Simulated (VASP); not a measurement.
**SiGeTe2S2: relaxation of cell and atoms with PBE**

The system is SiGeTe2S2.

```
CELL_PARAMETERS angstrom
4.46882 0.00000 0.00000
-2.23441 3.87011 0.00000
0.00000 0.00000 10.49505
ATOMIC_POSITIONS crystal
Si 0.00000 0.00000 0.00000
Ge 0.00000 0.00000 0.50000
Te 0.00000 0.00000 0.73981
Te 0.00000 0.00000 0.26019
S 0.33333 0.66667 0.00000
S 0.66667 0.33333 0.00000
```

The cell was built from a structure type or drawn by symmetry, and may not be a known phase.

| Quantity | Value |
| --- | --- |
| Program | VASP 6.6.1 |
| Task | relaxation of cell and atoms |
| Functional | PBE |
| Potentials or basis | VASP PAW PBE potentials, release 64 (Si, Ge_d, Te, S) |
| Cutoff | 600 eV |
| k mesh | 12 × 12 × 4 |
| Occupations | gaussian, width 0.1 eV |
| Spin | no spin polarisation |
| Dipole correction | no |
| Further INCAR settings | ALGO = Normal; EDIFF = 1e-06; IBRION = 2; EDIFFG = -0.01; NSW = 100; ISIF = 3 |

- Relaxed volume: 30.27 Å³/atom
- Relaxed cell: a = 4.468 Å, b = 4.468 Å, c = 10.507 Å, α = 90.00°, β = 90.00°, γ = 120.00°
- Space group after relaxing (to 0.1 Å): P6/mmm (No. 191)
- Energy gained by relaxing: 0.2 meV/atom
- Ionic steps: 5
- Pressure after relaxing: 0.0 GPa
- Band gap on the k mesh: zero (bands 21 and 22 overlap by 0.98 eV)

Step by step:
| step | energy change (eV) | largest force (eV/Å) | pressure (GPa) | volume (Å³) |
| --- | --- | --- | --- | --- |
| 1 | 0.0000 | 0.0734 | 0.01 | 181.51 |
| 2 | -0.0005 | 0.0533 | 0.00 | 181.54 |
| 3 | -0.0009 | 0.0184 | 0.01 | 181.59 |
| 4 | -0.0006 | 0.0482 | 0.04 | 181.69 |
| 5 | -0.0010 | 0.0015 | 0.02 | 181.62 |

Final structure:
```
Si Ge Te S
1.0
     4.46758    0.00000    0.00000
    -2.23379    3.86904    0.00000
     0.00000    0.00000   10.50733
Si Ge Te S
1 1 2 2
Direct
  0.00000 0.00000 0.00000
  0.00000 0.00000 0.50000
  0.00000 0.00000 0.73850
  0.00000 0.00000 0.26150
  0.33333 0.66667 0.00000
  0.66667 0.33333 0.00000
```

Levels at points of the mesh, in eV from the Fermi level:
| k point | band 19 | band 20 | band 21 | band 22 | band 23 | band 24 |
| --- | --- | --- | --- | --- | --- | --- |
| (0.00, 0.00, 0.00) | -0.34 | 0.02 | 0.02 | 0.16 | 1.49 | 2.59 |
| (0.50, 0.00, 0.00) | -0.48 | -0.38 | -0.29 | 0.73 | 0.74 | 2.17 |
| (0.00, 0.00, 0.50) | -0.55 | -0.04 | 0.16 | 0.35 | 0.35 | 2.55 |
| (0.50, 0.00, 0.50) | -0.53 | -0.24 | -0.21 | 0.64 | 0.74 | 1.19 |

Run time: 6.9 min on 1 thread of Intel(R) Xeon(R) 6975P-C (Granite Rapids) (shared host), peak memory 0.59 GiB.

Caveat: spin-orbit coupling is left out, which moves the levels of the heavy elements.
